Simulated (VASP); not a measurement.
Here is a VASP 6.6.1 calculation.

Contents of INCAR:

```
SYSTEM = W
PREC = Accurate
ENCUT = 520
EDIFF = 1E-7
ISMEAR = -1
SIGMA = 0.05
LREAL = .False.
LASPH = .True.
NELM = 100
ALGO = Normal
ISIF = 2
LWAVE = .False.
LCHARG = .True.
GGA = PE
LELF = .True.
LVHAR = .True.
NBANDS = 13
```

KPOINTS

```
regular mesh
0
Gamma
  14 14 14
  0 0 0
```

The input POSCAR:

```
W
1.0
    0.0000000000      2.0909000000      2.0300000000
    2.0909000000      0.0000000000      2.0300000000
    2.0909000000      2.0909000000      0.0000000000
W
1
Direct
    0.0000000000      0.0000000000      0.0000000000
```

Potentials or basis: VASP PAW PBE potentials, release 64 (W_sv).

Command:

```bash
$ cat potpaw_PBE.64/W_sv/POTCAR > POTCAR
$ mpirun -np 1 vasp_std > vasp.out
```

(1) Estimate the band gap on the k mesh.

(2) Estimate the pressure.

Results:

(1) zero (band 7 reaches 12.48 eV, above the bottom of band 8 at 9.02 eV).

(2) -18.2 GPa.

Caveat: the cell differs from its parent crystal (equal xx and yy strain of +3 %); spin-orbit coupling is left out, which moves the levels of the heavy elements.
